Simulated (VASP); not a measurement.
Input of a VASP 6.6.1 run:

The input INCAR:

```
SYSTEM = Li7ZnCl9
  PREC = Accurate
  ENCUT = 520
  EDIFF = 1E-6
  ISMEAR = -1
  SIGMA = 0.1379
  LREAL = Auto
  LASPH = .True.
  NELM = 100
  ALGO = Normal
  ISIF = 2
  LWAVE = .False.
  LCHARG = .True.
  GGA = PE
  LELF = .True.
  LVHAR = .True.
  NBANDS = 62
  ISYM = 0
```

Contents of KPOINTS:

```
regular mesh
0
Gamma
  1 1 1
  0 0 0
```

POSCAR

```
Li7ZnCl9
1.0
    7.3415680000      0.2514770000      0.2701260000
    0.2514770000      7.2254430000      0.1537620000
    0.2701260000      0.1537620000      6.8830560000
Li Cl Zn
7 9 1
Direct
    0.7311408240     -0.0793233709      0.4294844868
    1.0504256672      0.6340978086      0.5809012115
    0.1812856367      0.3381013917      0.2362839834
    0.9369151241      0.2316087694      0.8032311865
    0.4635134177      0.8385682796      0.9154064762
   -0.0785729600      0.7314306820      0.0740533500
    0.5556947881      0.5709320391      0.1415215476
    0.2217333257      0.9199227237      0.7698973982
    0.9449768662      0.1908037553      0.4188316661
    0.1741929469      0.6005754597      0.0474286817
    0.5077913287      0.8413262596      0.2245367975
    0.2557692053      0.3718679537      0.7358334623
    0.7172880462      0.5692584731      0.8496761508
    0.8229945811      0.6392744040      0.3961318424
    0.4898964763      0.2400234916      0.2936567322
    0.6540754797      0.0544413779      0.7217322061
    0.3335184870      0.0862069635      0.5590475553
```

Potentials or basis: VASP PAW PBE potentials, release 64 (Li_sv, Cl, Zn).

The run is started by

```console
$ cat potpaw_PBE.64/Li_sv/POTCAR potpaw_PBE.64/Cl/POTCAR potpaw_PBE.64/Zn/POTCAR > POTCAR
$ mpirun -np 1 vasp_gam > vasp.out
```

Task: What does it give for the largest force?

Result: 4.166 eV/Å.

Task: Predict the band gap on the k mesh.

Result: 3.32 eV.

Forces on the atoms (eV/Å):
```
Li  -0.030  0.884  0.096
Li   0.387 -0.298  0.579
Li  -0.006 -0.156  0.076
Li  -0.197  0.292 -0.646
Li   0.799 -0.046 -0.198
Li  -1.291  0.035  0.090
Li   0.037 -1.501  0.346
Cl  -2.288 -1.994  1.113
Cl   1.119 -0.376 -0.356
Cl   1.067  0.038  1.191
Cl  -0.731  0.636  0.186
Cl  -0.536 -0.776 -1.272
Cl   0.282 -0.109  0.624
Cl   0.724 -0.368 -0.325
Cl  -0.788  0.769  0.027
Cl  -0.271 -0.211  0.537
Zn   1.723  3.181 -2.066
```

Caveat: the k points lie up to 0.92 Å⁻¹ apart.
